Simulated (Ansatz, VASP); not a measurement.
## LiCl in VASP and in Ansatz

Contents of INCAR:

```
SYSTEM = LiCl
PREC = Accurate ; ENCUT = 520
EDIFF = 1E-6 ; ISMEAR = -1
SIGMA = 0.06 ; LREAL = .FALSE.
LASPH = .TRUE. ; NELM = 100
ALGO = Normal ; ISIF = 2
LWAVE = .FALSE. ; LCHARG = .TRUE.
GGA = PE ; LELF = .TRUE.
LVHAR = .TRUE. ; NBANDS = 12
```

Contents of KPOINTS:

```
Automatic mesh
0
G
  4 4 4
  0 0 0
```

File POSCAR:

```
LiCl
1.0
    0.0000000000      2.5647700000      2.5647700000
    2.5647700000      0.0000000000      2.5647700000
    2.5647700000      2.5647700000      0.0000000000
Cl Li
1 1
Direct
    0.5000000000      0.5000000000      0.5000000000
    0.0000000000      0.0000000000      0.0000000000
```

The input input.yaml:

```yaml
crystal:
  lattice:
    - [0.0, 2.56477, 2.56477]
    - [2.56477, 0.0, 2.56477]
    - [2.56477, 2.56477, 0.0]
  atoms:
    - { symbol: Cl, position: [0.5, 0.5, 0.5] }
    - { symbol: Li, position: [0.0, 0.0, 0.0] }
kpoints:
  mp_grid: { grid: [4, 4, 4] }
scf:
  occupations: { method: fermi_dirac, width: 0.06 }
hamiltonian:
  xc: pbe
  pseudopotentials: { kind: all_electron, lapw: { basis_error: 0.004 } }
output:
  forces: true
  stress: true
  eigenvalues: true
```

Alike in both runs: task single point; functional PBE; k mesh 4 × 4 × 4; occupations fermi-dirac, width 0.06 eV; no spin polarisation.

|  | VASP | Ansatz |
| --- | --- | --- |
| version | VASP 6.6.1 | Ansatz 0.2.0 |
| potentials or method | VASP PAW PBE potentials, release 64 (Cl, Li_sv), cutoff 520 eV | all-electron LAPW, scalar-relativistic |

Ansatz gave:

| Quantity | Value |
| --- | --- |
| gap on the k mesh at the Fermi level (eV) | 6.32 |
| least direct gap on the mesh (eV) | 6.32 |

Problem. Which values does VASP return?

Solution. gap on the k mesh at the Fermi level (eV): 6.34; least direct gap on the mesh (eV): 6.34.

Ansatz ran all-electron here, and VASP with PAW potentials.

The k mesh is coarse, so the values compare programs but aren't converged. Noted on VASP's run: the cutoff is short for stress, so the pressure is rough.
